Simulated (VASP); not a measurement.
# Si (Fd-3m) in VASP: a series of runs, part 2 of 2

VASP 6.6.1.

## (4) Relaxation of cell and atoms, PBE

This run uses another cell than the first one, of 20.46 Å³/atom, 0.980 times its volume.

The input, INCAR:

```
PREC     = Accurate       # precision mode
ENCUT    = 600            # plane-wave cutoff, eV
EDIFF    = 1E-6           # SCF threshold, eV
ISMEAR   = -1             # smearing method
SIGMA    = 0.05           # smearing width, eV
LREAL    = F              # projectors in reciprocal space
LASPH    = T              # aspherical terms in the spheres
NELM     = 100            # most SCF steps
ALGO     = Normal         # electronic algorithm
ISIF     = 3              # what is computed and relaxed
LWAVE    = F              # write WAVECAR
LCHARG   = F              # write CHGCAR
GGA      = PE             # functional
IBRION   = 2              # ionic algorithm
NSW      = 80             # ionic steps
EDIFFG   = -0.02          # ionic threshold
```

The input, KPOINTS:

```
Automatic mesh
0
Gamma
  7 7 7
```

The input, POSCAR:

```
Si
1.0
    0.0000000000      2.7351040285      2.7351040285
    2.7351040285      0.0000000000      2.7351040285
    2.7351040285      2.7351040285      0.0000000000
Si
2
Direct
    0.0000000000      0.0000000000      0.0000000000
    0.2500000000      0.2500000000      0.2500000000
```

Potentials or basis: VASP PAW PBE potentials, release 64 (Si).

Started as:

```sh
cat potpaw_PBE.64/Si/POTCAR > POTCAR
mpirun -np 1 vasp_std > vasp.out
```

OUTCAR:

```text
PREC = Accurate
   ENCUT = 600
   EDIFF = 1E-6
   ISMEAR = -1
   LREAL = F
   LASPH = T
   NELM = 100
   ISIF = 3
   GGA = PE
   IBRION = 2
   NSW = 80
   EDIFFG = -0.02

 ion  position               nearest neighbor table
   1  0.000  0.000  0.000-   2 2.37   2 2.37   2 2.37   2 2.37
   2  0.250  0.250  0.250-   1 2.37   1 2.37   1 2.37   1 2.37

  LATTYP: Found a face centered cubic cell.
 ALAT       =     5.4702080570

  Lattice vectors:

 A1 = (   0.0000000000,   2.7351040285,   2.7351040285)
 A2 = (   2.7351040285,   0.0000000000,   2.7351040285)
 A3 = (   2.7351040285,   2.7351040285,   0.0000000000)

Analysis of symmetry for initial positions (statically):
=====================================================================
 Subroutine PRICEL returns:
 Original cell was already a primitive cell.

 Routine SETGRP: Setting up the symmetry group for a
 face centered cubic supercell.

 Subroutine GETGRP returns: Found 48 space group operations
 (whereof 24 operations were pure point group operations)
 out of a pool of 48 trial point group operations.

The static configuration has the point symmetry T_d .
 The point group associated with its full space group is O_h .

Analysis of symmetry for dynamics (positions and initial velocities):
=====================================================================
 Subroutine PRICEL returns:
 Original cell was already a primitive cell.

 Routine SETGRP: Setting up the symmetry group for a
 face centered cubic supercell.

 Subroutine GETGRP returns: Found 48 space group operations
 (whereof 24 operations were pure point group operations)
 out of a pool of 48 trial point group operations.

The dynamic configuration has the point symmetry T_d .
 The point group associated with its full space group is O_h .

 Subroutine INISYM returns: Found 48 space group operations
 (whereof 24 operations are pure point group operations),
 and found     1 'primitive' translations

----------------------------------------------------------------------------------------

                                     Primitive cell

  volume of cell :      40.9215

  direct lattice vectors                    reciprocal lattice vectors
     0.000000000  2.735104028  2.735104028    -0.182808403  0.182808403  0.182808403
     2.735104028  0.000000000  2.735104028     0.182808403 -0.182808403  0.182808403
     2.735104028  2.735104028  0.000000000     0.182808403  0.182808403 -0.182808403

  length of vectors
     3.868021212  3.868021212  3.868021212     0.316633442  0.316633442  0.316633442

  position of ions in fractional coordinates (direct lattice)
     0.000000000  0.000000000  0.000000000
     0.250000000  0.250000000  0.250000000

  ion indices of the primitive-cell ions
   primitive index   ion index
                 1           1
                 2           2

----------------------------------------------------------------------------------------

 KPOINTS: Automatic mesh

Automatic generation of k-mesh.
 Grid dimensions read from file:
 generate k-points for:    7    7    7

 Generating k-lattice:

  Cartesian coordinates                     Fractional coordinates (reciprocal lattice)
    -0.026115486  0.026115486  0.026115486     0.142857143  0.000000000  0.000000000
     0.026115486 -0.026115486  0.026115486     0.000000000  0.142857143  0.000000000
     0.026115486  0.026115486 -0.026115486     0.000000000  0.000000000  0.142857143

  Length of vectors
     0.045233349  0.045233349  0.045233349

  Shift w.r.t. Gamma in fractional coordinates (k-lattice)
     0.000000000  0.000000000  0.000000000

 Subroutine IBZKPT returns following result:
 ===========================================

 Found     20 irreducible k-points:

 Following reciprocal coordinates:
            Coordinates               Weight
  0.000000  0.000000  0.000000      1.000000
  0.142857  0.000000  0.000000      8.000000
  0.285714  0.000000  0.000000      8.000000
  0.428571  0.000000  0.000000      8.000000
  0.142857  0.142857  0.000000      6.000000
  0.285714  0.142857  0.000000     24.000000
[... 12 lines left out ...]
 -0.428571  0.428571  0.142857     24.000000
 -0.285714  0.428571  0.142857     24.000000
   k-points           NKPTS =     20   k-points in BZ     NKDIM =     20   number of bands    NBANDS=      8
   number of dos      NEDOS =    301   number of ions     NIONS =      2
   total plane-waves  NPLWV =  32768
   dimension x,y,z NGX =    32 NGY =   32 NGZ =   32
   dimension x,y,z NGXF=    64 NGYF=   64 NGZF=   64
   ions per type =               2
   NGX,Y,Z   is equivalent  to a cutoff of  13.75, 13.75, 13.75 a.u.
   NGXF,Y,Z  is equivalent  to a cutoff of  27.51, 27.51, 27.51 a.u.
 SYSTEM =  unknown system
   PREC   = accura    normal or accurate (medium, high low for compatibility)
   ISTART =      0    job   : 0-new  1-cont  2-samecut
   ICHARG =      2    charge: 1-file 2-atom 10-const
   ISPIN  =      1    spin polarized calculation?
   LNONCOLLINEAR =      F non collinear calculations
   LSORBIT =      F    spin-orbit coupling
   LASPH  =      T    aspherical Exc in radial PAW
   ENCUT  =  600.0 eV  44.10 Ry    6.64 a.u.   7.73  7.73  7.73*2*pi/ulx,y,z
   NELM   =    100;   NELMIN=  2; NELMDL= -5     # of ELM steps
   EDIFF  = 0.1E-05   stopping-criterion for ELM
   LREAL  =      F    real-space projection
   EDIFFG = -.2E-01   stopping-criterion for IOM
   NSW    =     80    number of steps for IOM
   IBRION =      2    ionic relax: 0-MD 1-quasi-New 2-CG
   NFREE  =      1    steps in history (QN), initial steepest desc. (CG)
   ISIF   =      3    stress and relaxation
   ISYM   =      2    0-nonsym 1-usesym 2-fastsym
   POTIM  = 0.5000    time-step for ionic-motion
   TEBEG  =    0.0;   TEEND  =   0.0 temperature during run
   PSTRESS=    0.0 pullay stress
   NELECT =       8.0000    total number of electrons
   NUPDOWN=      -1.0000    fix difference up-down
   EMIN   =  10.00;   EMAX   =-10.00  energy-range for DOS
   EFERMI =   0.00;   METHOD = LEGACY
   ISMEAR =    -1;   SIGMA  =   0.05  broadening in eV -4-tet -1-fermi 0-gaus
   EFERMI_NEDOS =   21; number of points for ismear=-14 and -15
   IALGO  =     38    algorithm
   IMIX   =      4    mixing-type and parameters
     AMIX     =   0.40;   BMIX     =  1.00
     AMIX_MAG =   1.60;   BMIX_MAG =  1.00
  volume/ion in A,a.u.               =      20.46       138.08
  Fermi-wavevector in a.u.,A,eV,Ry     =   0.950140  1.795504 12.282880  0.902766
  Thomas-Fermi vector in A             =   2.078489
   LORBIT       =      0    0 simple, 1 ext, 2 COOP (PROOUT), +10 PAW based schemes
   GGA     = PE    functional components
   LHFCALC =     F    Hartree Fock is set to
   AEXX    =    0.0000 exact exchange contribution
   IVDW    =     0    specifies the selected vdW correction
   LEPSILON=     F    determine dielectric tensor
   LRPA    =     F    only Hartree local field effects (RPA)
 conjugate gradient relaxation of ions
 non-spin polarized calculation
  energy-cutoff  :      600.00
  volume of cell :       40.92
 maximum number of plane-waves:      1380
   NGX = 15   NGY = 15   NGZ = 15

 number of electron       8.0000000 magnetization

 Free energy of the ion-electron system (eV)
  ---------------------------------------------------
  ext. energy  EPLUGINS =         0.00000000
  ---------------------------------------------------
  free energy    TOTEN  =       -10.84074283 eV

  energy without entropy =      -10.84070368  energy(sigma->0) =      -10.84072326

 E-fermi :   5.8998     XC(G=0):  -9.3223

 val. band max:        5.6112268249   @ k =   0.0000   0.0000   0.0000
 cond. band min:       6.2230948360   @ k =   0.4286   0.4286   0.0000
 fundamental gap:      0.6118680111
 Fermi energy:         5.8998062219

 k-point     1 :       0.0000    0.0000    0.0000
  band No.  band energies     occupation
      1      -6.1985      2.00000
      2       5.6112      1.99379
      3       5.6112      1.99379
      4       5.6112      1.99379
      5       8.1666      0.00000
      6       8.1666      0.00000
      7       8.1666      0.00000
      8       8.7361      0.00000
[... 199 lines left out ...]
 k-point    20 :      -0.2857    0.4286    0.1429
  band No.  band energies     occupation
      1      -2.5372      2.00000
      2      -1.4758      2.00000
      3       1.4712      2.00000
      4       2.5869      2.00000
      5       8.3497      0.00000
      6      10.4397      0.00000
      7      11.1830      0.00000
      8      11.3404      0.00000

------------------------ aborting loop because EDIFF is reached ----------------------------------------

  FORCE on cell =-STRESS in cart. coord.  units (eV):
  Direction    XX          YY          ZZ          XY          YZ          ZX
  --------------------------------------------------------------------------------------
  -------------------------------------------------------------------------------------
  Total       -0.0123445     -0.0123445     -0.0123445      0.0000000      0.0000000      0.0000000
  in kB       -0.4833180     -0.4833180     -0.4833180      0.0000000      0.0000000      0.0000000
  external PRESSURE =      -0.4833180 kB  Pullay stress =       0.0000000 kB

 VOLUME and BASIS-vectors are now :
 -----------------------------------------------------------------------------
  energy-cutoff  :      600.00
  volume of cell :       40.92
      direct lattice vectors                 reciprocal lattice vectors
     0.000000000  2.735104028  2.735104028    -0.182808403  0.182808403  0.182808403
     2.735104028  0.000000000  2.735104028     0.182808403 -0.182808403  0.182808403
     2.735104028  2.735104028  0.000000000     0.182808403  0.182808403 -0.182808403

 POSITION                                       TOTAL-FORCE (eV/Angst)
 -----------------------------------------------------------------------------------
      0.00000      0.00000      0.00000        -0.000000     -0.000000     -0.000000
      1.36755      1.36755      1.36755         0.000000      0.000000      0.000000
 -----------------------------------------------------------------------------------
    total drift:                               -0.000000      0.000000      0.000000

  FREE ENERGIE OF THE ION-ELECTRON SYSTEM (eV)
  ---------------------------------------------------
  free  energy   TOTEN  =       -10.8407428331 eV

  energy  without entropy=      -10.8407036800  energy(sigma->0) =      -10.84072326

 reached required accuracy - stopping structural energy minimisation
```

Wall time 15 s (1 thread of AMD EPYC 7R13, shared host); peak memory 0.13 GiB.

What came out:

| Property | Result |
| --- | --- |
| Free energy | -10.8407 eV |
| Pressure after relaxing | 0.0 GPa |
| Band gap on the k mesh | 0.61 eV, indirect (least direct gap 2.56 eV) |

Final structure:
```yaml
crystal:
  lattice:
    - [0.00000, 2.73510, 2.73510]
    - [2.73510, 0.00000, 2.73510]
    - [2.73510, 2.73510, 0.00000]
  atoms:
    - { symbol: Si, position: [0.00000, 0.00000, 0.00000] }
    - { symbol: Si, position: [0.25000, 0.25000, 0.25000] }
```

Levels at points of the mesh, in eV from the valence-band top:
| k point | band 2 | band 3 | band 4 | band 5 | band 6 | band 7 |
| --- | --- | --- | --- | --- | --- | --- |
| (0.00, 0.00, 0.00) | 0.00 | 0.00 | 0.00 | 2.56 | 2.56 | 2.56 |

Caveat: the relaxation stopped at its first step, so nothing moved.

## (5) Summary

| task | cell | cutoff (eV) | gap on the mesh (eV) | pressure (GPa) |
| --- | --- | --- | --- | --- |
| single point | a = 3.894 Å, angles 60.0°, 2 atoms | 520 | 0.65 | -1.7 |
| relaxation of cell and atoms | relaxed from a = 3.840 Å, angles 60.0°, 2 atoms | 600 | 0.61 | 0.0 |
| relaxation of cell and atoms | relaxed from a = 3.868 Å, angles 60.0°, 2 atoms | 600 | 0.61 | 0.0 |

Alike in all rows: level PBE; potentials or basis VASP PAW PBE potentials, release 64 (Si); no spin polarisation; k mesh 7 × 7 × 7; smearing fermi-dirac 0.05 eV.

Caveats: the relaxation stopped at its first step, so nothing moved (some runs).

Absolute energies hang on the potentials; compare differences alone.
